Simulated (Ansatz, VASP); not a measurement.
**AlC2 in VASP and in Ansatz**

```
Al C
1.0
    -1.65125    1.65125    2.63479
     1.65125   -1.65125    2.63479
     1.65125    1.65125   -2.63479
Al C
1 2
Direct
  0.00000 0.00000 0.00000
  0.62641 0.62641 0.00000
  0.37359 0.37359 0.00000
```

Alike in both runs: functional PBE; k mesh 20 × 20 × 20; occupations gaussian, width 0.1 eV; no spin polarisation.

Ansatz relaxed the structure, and its values are those at the end. VASP's run is a single point on that final structure, the one shown.

|  | VASP | Ansatz |
| --- | --- | --- |
| version | VASP 6.6.1 | Ansatz 0.2.0 |
| potentials or method | VASP PAW PBE potentials, release 64 (Al, C), cutoff 520 eV | scalar-relativistic, plane waves, PAW |
| valence electrons in the cell | 11 | 11 |

|  | VASP | Ansatz | Ansatz less VASP |
| --- | --- | --- | --- |
| gap on the k mesh at the Fermi level (eV) | none | none | - |
| pressure (GPa) | 0.2 | 0.0 | -0.18 |
| rms of the force components (eV/Å) | 0.041 | 0.000 | -0.0408 |

A gap of «none» marks a metal or a gap that the smearing closes.
